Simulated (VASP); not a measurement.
Here is a VASP 6.6.1 calculation.

The input POSCAR:

```
Mo
1.0
    0.0000000000      2.7525813765      2.7525813765
    2.7525813765      0.0000000000      2.7525813765
    2.7525813765      2.7525813765      0.0000000000
Mo
2
Direct
    0.0000000000      0.0000000000      0.0000000000
    0.2500000000      0.2500000000      0.2500000000
```

Contents of INCAR.step1:

```
SYSTEM = Mo
PREC = Accurate ; ENCUT = 520
ISMEAR = -1 ; SIGMA = 0.1
LREAL = .False. ; LASPH = .True.
NELM = 60 ; NBANDS = 21
GGA = PE ; ALGO = Normal
EDIFF = 1E-4 ; LWAVE = .True.
LCHARG = .False.
```

INCAR.step2

```
SYSTEM = Mo
PREC = Accurate ; ENCUT = 520
EDIFF = 1E-6 ; ISMEAR = -1
SIGMA = 0.1 ; LREAL = .False.
LASPH = .True. ; NELM = 60
ALGO = Normal ; ISIF = 2
LWAVE = .False. ; LCHARG = .True.
METAGGA = R2SCAN ; LMIXTAU = .True.
LELF = .True. ; LVHAR = .True.
NBANDS = 21 ; ISTART = 1
```

Contents of KPOINTS:

```
regular mesh
0
Gamma
  6 6 6
  0 0 0
```

Potentials or basis: VASP PAW PBE potentials, release 64 (Mo_sv).

Run with:

```console
$ cat potpaw_PBE.64/Mo_sv/POTCAR > POTCAR
$ cp INCAR.step1 INCAR
$ mpirun -np 1 vasp_std > vasp.out
$ cp INCAR.step2 INCAR
$ mpirun -np 1 vasp_std > vasp.out
```

Task: What does it give for the band gap on the k mesh?

Result: Zero (band 14 reaches 8.25 eV, above the bottom of band 15 at 7.94 eV).

Task: Predict the pressure.

Result: 11.1 GPa.

Caveat: the PAW data sets were made with another functional, which shifts forces and pressure a little.
